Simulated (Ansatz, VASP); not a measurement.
## HfO2 in VASP and in Ansatz

INCAR

```
PREC = Accurate
ENCUT = 520
EDIFF = 1E-8
ISMEAR = -1
SIGMA = 0.02
LREAL = F
LASPH = T
NELM = 60
ALGO = Normal
ISIF = 2
LWAVE = F
LCHARG = F
GGA = PE
LEFG = T
NBANDS = 56
```

The input KPOINTS:

```
Automatic mesh
0
Gamma
  4 4 4
```

Contents of POSCAR:

```
HfO2
1.0
    5.0803194000      0.0000000000      0.0000000000
    0.0000000000      5.1648674500      0.0000000000
    0.0000000000      0.0000000000      4.8908836500
Hf O
4 8
Direct
    0.2774091800      0.2817995800      0.7279320600
    0.7774091800      0.2182004200      0.2720679400
    0.7225908200      0.7182004200      0.7279320600
    0.2225908200      0.7817995800      0.2720679400
    0.5000000000      0.5000000000      0.4243750100
    0.0000000000      0.0000000000      0.5756249900
    0.5000000000      0.0000000000      0.5109455500
    0.0000000000      0.5000000000      0.4890544500
    0.3131846800      0.6636487800      0.8954653800
    0.8131846800      0.8363512200      0.1045346200
    0.6868153200      0.3363512200      0.8954653800
    0.1868153200      0.1636487800      0.1045346200
```

Input for Ansatz:

```yaml
crystal:
  lattice:
    - [5.0803194, 0.0, 0.0]
    - [0.0, 5.16486745, 0.0]
    - [0.0, 0.0, 4.89088365]
  atoms:
    - { symbol: Hf, position: [0.27740918, 0.28179958, 0.72793206] }
    - { symbol: Hf, position: [0.77740918, 0.21820042, 0.27206794] }
    - { symbol: Hf, position: [0.72259082, 0.71820042, 0.72793206] }
    - { symbol: Hf, position: [0.22259082, 0.78179958, 0.27206794] }
    - { symbol: O, position: [0.5, 0.5, 0.42437501] }
    - { symbol: O, position: [0.0, 0.0, 0.57562499] }
    - { symbol: O, position: [0.5, 0.0, 0.51094555] }
    - { symbol: O, position: [0.0, 0.5, 0.48905445] }
    - { symbol: O, position: [0.31318468, 0.66364878, 0.89546538] }
    - { symbol: O, position: [0.81318468, 0.83635122, 0.10453462] }
    - { symbol: O, position: [0.68681532, 0.33635122, 0.89546538] }
    - { symbol: O, position: [0.18681532, 0.16364878, 0.10453462] }
kpoints:
  mp_grid: { grid: [4, 4, 4] }
scf:
  occupations: { method: fermi_dirac, width: 0.02 }
hamiltonian:
  xc: pbe
  pseudopotentials: { kind: paw, frozen_core: stored }
output:
  forces: true
  stress: true
  populations: true
  efg: { quadrupole_moments_barn: { Hf: 3.365, O: -0.02558 } }
  write_density: true
  write_potential: true
  elf: true
  volumetric_format: npy
```

Alike in both runs: task electric field gradients; functional PBE; k mesh 4 × 4 × 4; occupations fermi-dirac, width 0.02 eV; no spin polarisation.

```csv
,VASP,Ansatz
version,VASP 6.6.1,Ansatz 0.2.0
potentials or method,"VASP PAW PBE potentials, release 64 (Hf_pv, O)","plane-wave PAW, scalar-relativistic"
plane-wave cutoff (eV),520,420
valence electrons in the cell,88,152
```

|  | VASP | Ansatz | Ansatz less VASP |
| --- | --- | --- | --- |
| gap on the k mesh at the Fermi level (eV) | 3.82 | 3.86 | +0.031 |
| pressure (GPa) | 6.5 | 9.9 | +3.43 |
| traceless stress, the component that is largest in VASP (GPa) | -0.39 | -0.57 | -0.186 |
| rms of the force components (eV/Å) | 0.043 | 0.081 | +0.0377 |
| size of Vzz on the site where it differs most (V/Å²) | 183.5 | 211.2 | +27.75 |

Atom by atom the forces differ by 0.042 eV/Å (rms over components). VASP's potentials hold 88 valence electrons a cell and Ansatz's 152, so a difference there can come from the potentials and not from the codes.

Spin-orbit coupling is off throughout.
